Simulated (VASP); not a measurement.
## Li3SbO: single point with PBE

Li3SbO:

```
CELL_PARAMETERS angstrom
5.11969 0.44709 -0.20765
0.04639 5.19585 0.18153
-0.01116 -0.18926 5.11607
ATOMIC_POSITIONS crystal
Li 0.78198 0.26272 0.86786
Li 0.72280 0.77860 0.80717
Li 0.31665 0.06074 0.47668
Li 0.71001 0.45147 0.36553
Li 0.86368 0.98816 0.29599
Li 0.08203 0.62542 0.46152
Sb 0.25359 0.35324 0.89281
Sb 0.26313 0.85595 0.05516
O 0.86503 0.64350 0.18570
O 0.00001 0.92575 0.58590
```

```yaml
Program: VASP 6.6.1
Task: single point
Functional: PBE
Potentials_or_basis: VASP PAW PBE potentials, release 64 (Li_sv, Sb, O)
Cutoff: 520 eV
k_mesh: 3 × 3 × 3
Occupations: fermi-dirac, width 0.05 eV
Spin: no spin polarisation
```

The largest force is 3.178 eV/Å and the band gap on the k mesh is zero (bands 20 and 21 overlap by 0.05 eV).

Forces on the atoms (eV/Å):
```
Li   0.021 -0.230 -0.303
Li   0.875 -0.123  0.189
Li  -0.403  0.073  0.999
Li  -1.496 -0.584  0.438
Li  -1.452 -0.452 -0.791
Li   0.993 -0.554  0.257
Sb   1.009  0.716 -1.191
Sb   0.959 -0.349 -0.338
O   -0.056  0.527 -2.249
O   -0.450  0.977  2.990
```

Levels at points of the mesh, in eV from the Fermi level:
```csv
k point,band 18,band 19,band 20,band 21,band 22,band 23
"(0.00, 0.00, 0.00)",-1.87,-1.11,-0.68,0.65,1.19,2.42
```

It took 2 min on 1 thread of Intel Xeon 8259CL (shared host), peak memory 0.26 GiB.

Caveat: the k points lie up to 0.41 Å⁻¹ apart; spin-orbit coupling is left out, which moves the levels of the heavy elements.
